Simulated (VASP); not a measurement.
# IrS (Fm-3m) in VASP: further runs, part 2 of 2

VASP 6.6.1. The steps go on from the part before.

### 3 Single point, PBE (15.10 Å³/atom)

This run uses another cell than the first one, of 15.10 Å³/atom.

File INCAR:

```
ALGO = Normal ; EDIFF = 1E-6
ENCUT = 520 ; GGA = PE
ISIF = 2 ; ISMEAR = 0
LASPH = True ; LCHARG = False
LREAL = False ; LWAVE = False
NBANDS = 14 ; NELM = 100
PREC = Accurate ; SIGMA = 0.05
```

File KPOINTS:

```
k-points
0
Gamma
  6 6 6
```

File POSCAR:

```
IrS
1.0
    0.0000000000      2.4716287175      2.4716287175
    2.4716287175      0.0000000000      2.4716287175
    2.4716287175      2.4716287175      0.0000000000
Ir S
1 1
Direct
    0.5000000000      0.5000000000      0.5000000000
    0.0000000000      0.0000000000      0.0000000000
```

Potentials or basis: VASP PAW PBE potentials, release 64 (Ir, S).

On the command line:

```console
$ cat potpaw_PBE.64/Ir/POTCAR potpaw_PBE.64/S/POTCAR > POTCAR
$ mpirun -np 1 vasp_std > vasp.out
```

OUTCAR:

```text
EDIFF = 1E-6
   ENCUT = 520
   GGA = PE
   ISIF = 2
   ISMEAR = 0
   LASPH = True
   LREAL = False
   NELM = 100
   PREC = Accurate

 ion  position               nearest neighbor table
   1  0.500  0.500  0.500-   2 2.47   2 2.47   2 2.47   2 2.47   2 2.47   2 2.47
   2  0.000  0.000  0.000-   1 2.47   1 2.47   1 2.47   1 2.47   1 2.47   1 2.47

  LATTYP: Found a face centered cubic cell.
 ALAT       =     4.9432574350

  Lattice vectors:

 A1 = (   0.0000000000,   2.4716287175,   2.4716287175)
 A2 = (   2.4716287175,   0.0000000000,   2.4716287175)
 A3 = (   2.4716287175,   2.4716287175,   0.0000000000)

Analysis of symmetry for initial positions (statically):
=====================================================================
 Subroutine PRICEL returns:
 Original cell was already a primitive cell.

 Routine SETGRP: Setting up the symmetry group for a
 face centered cubic supercell.

 Subroutine GETGRP returns: Found 48 space group operations
 (whereof 48 operations were pure point group operations)
 out of a pool of 48 trial point group operations.

The static configuration has the point symmetry O_h .

Analysis of symmetry for dynamics (positions and initial velocities):
=====================================================================
 Subroutine PRICEL returns:
 Original cell was already a primitive cell.

 Routine SETGRP: Setting up the symmetry group for a
 face centered cubic supercell.

 Subroutine GETGRP returns: Found 48 space group operations
 (whereof 48 operations were pure point group operations)
 out of a pool of 48 trial point group operations.

The dynamic configuration has the point symmetry O_h .

 Subroutine INISYM returns: Found 48 space group operations
 (whereof 48 operations are pure point group operations),
 and found     1 'primitive' translations

----------------------------------------------------------------------------------------

                                     Primitive cell

  volume of cell :      30.1981

[... 108 lines left out ...]
   LEPSILON=     F    determine dielectric tensor
   LRPA    =     F    only Hartree local field effects (RPA)
 non-spin polarized calculation
 Gauss-broadening in eV      SIGMA  =   0.05
  energy-cutoff  :      520.00
  volume of cell :       30.20
 maximum number of plane-waves:       869
 NGX is ok and might be reduce to    28
   NGX = 13   NGY = 13   NGZ = 13

 number of electron      15.0000001 magnetization

 Free energy of the ion-electron system (eV)
  ---------------------------------------------------
  ext. energy  EPLUGINS =         0.00000000
  ---------------------------------------------------
  free energy    TOTEN  =       -12.09691490 eV

  energy without entropy =      -12.09610976  energy(sigma->0) =      -12.09651233

 E-fermi :   8.6684     XC(G=0): -12.3219

 val. band max:        8.5720507859   @ k =   0.1667   0.1667   0.0000
 cond. band min:       8.7137335293   @ k =   0.5000   0.5000   0.0000
 fundamental gap:      0.1416827435
 Fermi energy:         8.6683959357

 k-point     1 :       0.0000    0.0000    0.0000
  band No.  band energies     occupation
      1      -7.3641      2.00000
      2       5.8642      2.00000
      3       5.8642      2.00000
      4       5.8642      2.00000
      5       5.9563      2.00000
      6       5.9563      2.00000
      7       6.4968      2.00000
      8       6.4968      2.00000
      9       6.4968      2.00000
     10      11.4851      0.00000
     11      19.2745      0.00000
     12      21.3195      0.00000
     13      21.3195      0.00000
     14      21.3195      0.00000
[... 241 lines left out ...]
      1      -5.5048      2.00000
      2       2.4365      2.00000
      3       2.7920      2.00000
      4       3.1346      2.00000
      5       6.7023      2.00000
      6       7.7735      2.00000
      7       8.0475      2.00000
      8       8.2325      2.00000
      9       8.7919      0.00048
     10      13.2454      0.00000
     11      18.0541      0.00000
     12      18.3651      0.00000
     13      19.9176      0.00000
     14      23.2232      0.00000

------------------------ aborting loop because EDIFF is reached ----------------------------------------

  FORCE on cell =-STRESS in cart. coord.  units (eV):
  Direction    XX          YY          ZZ          XY          YZ          ZX
  --------------------------------------------------------------------------------------
  -------------------------------------------------------------------------------------
  Total        0.0929787      0.0929787      0.0929787      0.0000000      0.0000000      0.0000000
  in kB        4.9330372      4.9330372      4.9330372      0.0000000      0.0000000      0.0000000
  external PRESSURE =       4.9330372 kB  Pullay stress =       0.0000000 kB

 VOLUME and BASIS-vectors are now :
 -----------------------------------------------------------------------------
  energy-cutoff  :      520.00
  volume of cell :       30.20
      direct lattice vectors                 reciprocal lattice vectors
     0.000000000  2.471628717  2.471628717    -0.202295756  0.202295756  0.202295756
     2.471628717  0.000000000  2.471628717     0.202295756 -0.202295756  0.202295756
     2.471628717  2.471628717  0.000000000     0.202295756  0.202295756 -0.202295756

 POSITION                                       TOTAL-FORCE (eV/Angst)
 -----------------------------------------------------------------------------------
      2.47163      2.47163      2.47163         0.000000      0.000000     -0.000000
      0.00000      0.00000      0.00000        -0.000000     -0.000000      0.000000
 -----------------------------------------------------------------------------------
    total drift:                                0.000000      0.000000      0.000000

  FREE ENERGIE OF THE ION-ELECTRON SYSTEM (eV)
  ---------------------------------------------------
  free  energy   TOTEN  =       -12.0969148952 eV

  energy  without entropy=      -12.0961097591  energy(sigma->0) =      -12.09651233
```

OSZICAR:

```text
N       E                     dE             d eps       ncg     rms          rms(c)
DAV:   1     0.880625876820E+02    0.88063E+02   -0.64929E+03   456   0.951E+02
DAV:   2    -0.775061214288E+01   -0.95813E+02   -0.83650E+02   460   0.236E+02
DAV:   3    -0.122962738665E+02   -0.45457E+01   -0.44306E+01   622   0.543E+01
DAV:   4    -0.123685600207E+02   -0.72286E-01   -0.72188E-01   490   0.702E+00
DAV:   5    -0.123701501212E+02   -0.15901E-02   -0.15899E-02   574   0.105E+00    0.159E+01
DAV:   6    -0.121243396134E+02    0.24581E+00   -0.91248E-01   594   0.115E+01    0.874E+00
DAV:   7    -0.120994942057E+02    0.24845E-01   -0.11272E-01   574   0.423E+00    0.461E+00
DAV:   8    -0.120975756730E+02    0.19185E-02   -0.22929E-02   550   0.142E+00    0.470E-01
DAV:   9    -0.120968775895E+02    0.69808E-03   -0.21711E-03   614   0.398E-01    0.239E-01
DAV:  10    -0.120969367895E+02   -0.59200E-04   -0.62637E-04   568   0.208E-01    0.511E-02
DAV:  11    -0.120969209421E+02    0.15847E-04   -0.23143E-05   550   0.361E-02    0.231E-02
DAV:  12    -0.120969151169E+02    0.58252E-05   -0.13834E-05   630   0.289E-02    0.506E-03
DAV:  13    -0.120969148952E+02    0.22169E-06   -0.12888E-06   322   0.919E-03
   1 F= -.12096915E+02 E0= -.12096512E+02  d E =-.805136E-03
```

Wall time 14 s (1 thread of Intel Xeon 8259CL, shared host); peak memory 0.16 GiB.

What came out:

| Quantity | Value |
| --- | --- |
| Free energy | -12.0969 eV |
| Pressure | 0.5 GPa |
| Band gap on the k mesh | zero (an odd number of electrons rules out a gap without spin polarisation) |

Levels at points of the mesh, in eV from the Fermi level:
```tsv
k point	band 6	band 7	band 8	band 9	band 10	band 11
(0.00, 0.00, 0.00)	-2.71	-2.17	-2.17	-2.17	2.82	10.61
(0.50, 0.00, 0.00)	-0.99	-0.40	3.44	4.29	4.29	6.66
(0.50, 0.50, 0.00)	-1.90	-0.44	-0.44	0.05	1.68	10.43
```

Caveat: the k points lie up to 0.37 Å⁻¹ apart, too coarse for converged energies and pressures of a metal; spin-orbit coupling is left out, which moves the levels of the heavy elements.

### 4 Single point, r2SCAN (14.30 Å³/atom)

This run uses another cell than the first one, of 14.30 Å³/atom.

File POSCAR:

```
IrS
1.0
    0.0000000000      2.4272638936      2.4272638936
    2.4272638936      0.0000000000      2.4272638936
    2.4272638936      2.4272638936      0.0000000000
Ir S
1 1
Direct
    0.5000000000      0.5000000000      0.5000000000
    0.0000000000      0.0000000000      0.0000000000
```

File INCAR.step1:

```
ALGO     = Normal         # electronic algorithm
EDIFF    = 1E-4           # SCF threshold, eV
ENCUT    = 520            # plane-wave cutoff, eV
GGA      = PE             # functional
ISMEAR   = 0              # smearing method
LASPH    = True           # aspherical terms in the spheres
LCHARG   = False          # write CHGCAR
LREAL    = False          # projectors in reciprocal space
LWAVE    = True           # write WAVECAR
NBANDS   = 14             # bands
NELM     = 60             # most SCF steps
PREC     = Accurate       # precision mode
SIGMA    = 0.05           # smearing width, eV
```

File INCAR.step2:

```
ALGO     = Normal         # electronic algorithm
EDIFF    = 1E-7           # SCF threshold, eV
ENCUT    = 520            # plane-wave cutoff, eV
ISIF     = 2              # what is computed and relaxed
ISMEAR   = 0              # smearing method
ISTART   = 1            
LASPH    = True           # aspherical terms in the spheres
LCHARG   = False          # write CHGCAR
LMIXTAU  = True         
LREAL    = False          # projectors in reciprocal space
LWAVE    = False          # write WAVECAR
METAGGA  = R2SCAN         # meta-GGA
NBANDS   = 14             # bands
NELM     = 60             # most SCF steps
PREC     = Accurate       # precision mode
SIGMA    = 0.05           # smearing width, eV
```

File KPOINTS:

```
k-points
0
Gamma
  12 12 12
```

On the command line:

```console
$ cat potpaw_PBE.64/Ir/POTCAR potpaw_PBE.64/S/POTCAR > POTCAR
$ cp INCAR.step1 INCAR
$ mpirun -np 1 vasp_std > vasp.out
$ cp INCAR.step2 INCAR
$ mpirun -np 1 vasp_std > vasp.out
```

It took 3.2 min on 1 thread of Intel Xeon 8259CL, shared host; peak memory 0.19 GiB.

Results (log left out):

* Free energy: -59.6623 eV
* Pressure: 10.5 GPa
* Band gap on the k mesh: zero (an odd number of electrons rules out a gap without spin polarisation)

Levels at points of the mesh, in eV from the Fermi level:
| k point | band 4 | band 5 | band 6 | band 7 | band 8 | band 9 | band 10 | band 11 | band 12 | band 13 |
| --- | --- | --- | --- | --- | --- | --- | --- | --- | --- | --- |
| (0.00, 0.00, 0.00) | -3.45 | -3.15 | -3.15 | -2.51 | -2.51 | -2.51 | 3.76 | 11.18 | 13.38 | 13.38 |
| (0.50, 0.00, 0.00) | -6.89 | -1.41 | -1.41 | -0.71 | 3.69 | 4.80 | 4.80 | 6.91 | 6.91 | 11.97 |
| (0.50, 0.50, 0.00) | -4.28 | -4.28 | -2.24 | -0.83 | -0.83 | -0.02 | 2.11 | 11.10 | 12.98 | 15.34 |

Caveat: the cell stands under pressure; the PAW data sets were made with another functional, which shifts forces and pressure a little; spin-orbit coupling is left out, which moves the levels of the heavy elements.

### 5 The runs side by side

```tsv
level	cell	k mesh	gap on the mesh (eV)	pressure (GPa)
PBE	a = 3.489 Å, angles 60.0°, 2 atoms	6 × 6 × 6	none	1.5
PBE	a = 3.495 Å, angles 60.0°, 2 atoms	6 × 6 × 6	none	0.5
r2SCAN	a = 3.433 Å, angles 60.0°, 2 atoms	12 × 12 × 12	none	10.5
```

Alike in all rows: task single point; potentials or basis VASP PAW PBE potentials, release 64 (Ir, S); no spin polarisation; cutoff (eV) 520; smearing gaussian 0.05 eV.

Caveats: some runs use coarse meshes; spin-orbit coupling is left out, which moves the levels of the heavy elements; the cell stands under pressure (at least some runs); the PAW data sets were made with another functional, which shifts forces and pressure a little (at least some runs).

Absolute energies hang on the potentials; compare differences alone.
